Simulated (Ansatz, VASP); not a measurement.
## Two plane-wave programs on Au

```xyz
4
Lattice="3.0294 0.0000 0.0000 -1.5147 2.6236 0.0000 0.0000 0.0000 9.7705" Properties=species:S:1:pos:R:3 pbc="T T T"
Au    0.0000    0.0000    0.0000
Au    0.0000    0.0000    4.8853
Au    0.0000    1.7490    7.3279
Au    1.5147    0.8745    2.4426
```

Alike in both runs: task single point; functional r2SCAN; k mesh 6 × 6 × 2; occupations gaussian, width 0.1 eV; no spin polarisation.

|  | VASP | Ansatz |
| --- | --- | --- |
| version | VASP 6.6.1 | Ansatz 0.2.0 |
| potentials or method | VASP PAW PBE potentials, release 64 (Au), cutoff 520 eV | scalar-relativistic, plane waves, PAW |
| valence electrons in the cell | 44 | 76 |

|  | VASP | Ansatz | Ansatz less VASP |
| --- | --- | --- | --- |
| gap on the k mesh at the Fermi level (eV) | none | none | - |
| pressure (GPa) | -10.3 | -10.4 | -0.10 |
| traceless stress, the component that is largest in VASP (GPa) | -2.21 | -2.22 | -0.010 |

VASP's potentials were made for PBE, not for r2SCAN. A gap of «none» marks a metal or a gap that the smearing closes. VASP's potentials hold 44 valence electrons a cell and Ansatz's 76, so a difference there can come from the potentials and not from the codes.

The k mesh is coarse, so the values compare programs but aren't converged. Spin-orbit coupling is off throughout.
